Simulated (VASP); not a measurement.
Input of a VASP 6.6.1 run:

File INCAR:

```
  ALGO = Normal
  EDIFF = 1E-7
  ENCUT = 520
  GGA = PE
  ISIF = 2
  ISMEAR = -1
  IVDW = 12
  LASPH = True
  LCHARG = False
  LREAL = Auto
  LWAVE = False
  NBANDS = 56
  NELM = 100
  PREC = Accurate
  SIGMA = 0.05
```

The input KPOINTS:

```
k-points
0
Gamma
  1 1 1
```

File POSCAR:

```
HCl
1.0
    7.4168600000      0.0000000000      0.0000000000
    0.0000000000      7.4168600000      0.0000000000
    0.0000000000      0.0000000000      7.4168600000
Cl H
10 10
Direct
    0.5669110648      0.3649522844      0.5941058615
    0.4550173524      0.1141588219     -0.0251049636
    0.5930811691      0.5585517321      0.1573846614
   -0.0450460168      0.6295521285      0.5616123265
    1.0809560919      0.4038905952      1.0106837664
    0.4568375296      0.8655145169      0.6117548396
    0.7314820557      1.0305034745      0.3079470288
    0.1119476436      0.2118551516      0.4687832856
   -0.0929638688      0.0067548801      0.8985069153
    0.1857794269      0.8143203458      0.1571554539
    0.5012768206      0.5196538697      0.5673559970
    0.3293711894      0.2356388013     -0.0071593639
    0.4274854858      0.6168783016      0.1570475916
   -0.0805866634      0.7761101059      0.6358351108
    1.1354805133      0.5630954339      0.9420698247
    0.3140412520      0.9114908465      0.5126158509
    0.6176468209      1.1187618480      0.1990734624
    0.0879617520      0.3524132854      0.3640219716
   -0.1991678419     -0.1134307510      0.9489325672
    0.0788878312      0.7192666438      0.2821544427
```

Potentials or basis: VASP PAW PBE potentials, release 64 (Cl, H).

Launch:

```bash
$ cat potpaw_PBE.64/Cl/POTCAR potpaw_PBE.64/H/POTCAR > POTCAR
$ mpirun -np 1 vasp_gam > vasp.out
```

(1) Estimate the largest force.

(2) Estimate the dispersion energy per atom.

## Answers

(1) 2.291 eV/Å.

(2) -0.080 eV.

Caveat: the k points lie up to 0.85 Å⁻¹ apart; the atoms stand as in a frame of molecular dynamics.
